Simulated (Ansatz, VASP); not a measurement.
**AlB2Ru3 in VASP and in Ansatz**

```
Al B Ru
1.0
     3.83835    0.00000    0.00000
     0.00000    3.83835    0.00000
     0.00000    0.00000    7.18141
Al B Ru
1 2 3
Direct
  0.50000 0.50000 0.00000
  0.50000 0.00000 0.50000
  0.00000 0.50000 0.50000
  0.00000 0.00000 0.50000
  0.00000 0.00000 0.84589
  0.00000 0.00000 0.15411
```

Alike in both runs: functional PBE; k mesh 10 × 10 × 6; occupations gaussian, width 0.1 eV; no spin polarisation.

Ansatz relaxed the structure, and its values are those at the end. VASP's run is a single point on that final structure, the one shown.

|  | VASP | Ansatz |
| --- | --- | --- |
| version | VASP 6.6.1 | Ansatz 0.2.0 |
| potentials or method | VASP PAW PBE potentials, release 64 (Al, B, Ru_sv), cutoff 560 eV | scalar-relativistic, plane waves, PAW |
| valence electrons in the cell | 57 | 57 |

Ansatz gave:

- gap on the k mesh at the Fermi level (eV): none
- pressure (GPa): 0.0

Task: Which values does VASP return?

Result: gap on the k mesh at the Fermi level (eV): none; pressure (GPa): -0.2.

A gap of «none» marks a metal or a gap that the smearing closes.
